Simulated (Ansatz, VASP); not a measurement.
**One calculation of GaC2, two programs**

```
Ga C
1.0
     4.47717    0.00000    0.00000
     0.00000    4.47717    0.00000
     0.00000    0.00000    4.47717
Ga C
2 4
Cartesian
  0.0000 0.0000 0.0000
  2.2386 2.2386 2.2386
  1.1193 1.1193 1.1193
  1.1193 3.3579 3.3579
  3.3579 3.3579 1.1193
  3.3579 1.1193 3.3579
```

Alike in both runs: functional PBE; k mesh 4 × 4 × 4; occupations gaussian, width 0.1 eV; no spin polarisation.

Ansatz relaxed the structure, and its values are those at the end. VASP's run is a single point on that final structure, the one shown.

```csv
,VASP,Ansatz
version,VASP 6.6.1,Ansatz 0.2.0
potentials or method,"VASP PAW PBE potentials, release 64 (Ga_d, C), cutoff 600 eV","scalar-relativistic, plane waves, PAW"
valence electrons in the cell,42,42
```

VASP gave:

- gap on the k mesh at the Fermi level (eV): none
- pressure (GPa): -0.2

Q: What did Ansatz give for the same quantities?

A: gap on the k mesh at the Fermi level (eV): none; pressure (GPa): 0.1.

A gap of «none» marks a metal or a gap that the smearing closes.
